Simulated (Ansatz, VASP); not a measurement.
# InSe2: VASP beside Ansatz

The input INCAR:

```
PREC = Accurate
ENCUT = 520
EDIFF = 1E-6
ISMEAR = -1
SIGMA = 0.2
LREAL = False
LASPH = True
NELM = 100
ALGO = Normal
ISIF = 2
LWAVE = False
LCHARG = True
GGA = PE
LELF = True
LVHAR = True
NBANDS = 34
```

Contents of KPOINTS:

```
regular mesh
0
Gamma
  10 10 4
```

POSCAR

```
InSe2
1.0
    3.8948930000      0.0000000000      0.0000000000
    0.0000000000      3.8948930000      0.0000000000
    0.0000000000      0.0000000000      9.6262310000
In Se
2 4
Direct
    0.0000000000      0.5000000000      0.7064680000
    0.5000000000      0.0000000000      0.2935320000
    0.0000000000      0.5000000000      0.3662120000
    0.5000000000      0.0000000000      0.6337880000
    0.0000000000      0.0000000000      0.0000000000
    0.5000000000      0.5000000000      0.0000000000
```

Input for Ansatz:

```yaml
crystal:
  lattice:
    - [3.894893, 0.0, 0.0]
    - [0.0, 3.894893, 0.0]
    - [0.0, 0.0, 9.626231]
  atoms:
    - { symbol: In, position: [0.0, 0.5, 0.706468] }
    - { symbol: In, position: [0.5, 0.0, 0.293532] }
    - { symbol: Se, position: [0.0, 0.5, 0.366212] }
    - { symbol: Se, position: [0.5, 0.0, 0.633788] }
    - { symbol: Se, position: [0.0, 0.0, 0.0] }
    - { symbol: Se, position: [0.5, 0.5, 0.0] }
basis:
  ecutwfc: 420
kpoints:
  mp_grid: { grid: [10, 10, 4] }
hamiltonian:
  xc: pbe
scf:
  occupations: { method: fermi_dirac, width: 0.2 }
output:
  forces: true
  stress: true
  eigenvalues: true
```

Alike in both runs: task single point; functional PBE; k mesh 10 × 10 × 4; occupations fermi-dirac, width 0.2 eV; no spin polarisation.

|  | VASP | Ansatz |
| --- | --- | --- |
| version | VASP 6.6.1 | Ansatz 0.2.0 |
| potentials or method | VASP PAW PBE potentials, release 64 (In_d, Se), cutoff 520 eV | scalar-relativistic, plane waves, PAW |
| valence electrons in the cell | 50 | 90 |

|  | VASP | Ansatz | Ansatz less VASP |
| --- | --- | --- | --- |
| gap on the k mesh at the Fermi level (eV) | none | none | - |
| pressure (GPa) | 0.1 | 0.1 | -0.02 |
| traceless stress, the component that is largest in VASP (GPa) | 0.45 | 0.47 | +0.020 |
| rms of the force components (eV/Å) | 0.027 | 0.027 | +0.0001 |

Atom by atom the forces differ by 0.000 eV/Å (rms over components). A gap of «none» marks a metal or a gap that the smearing closes. VASP's potentials hold 50 valence electrons a cell and Ansatz's 90, so a difference there can come from the potentials and not from the codes.
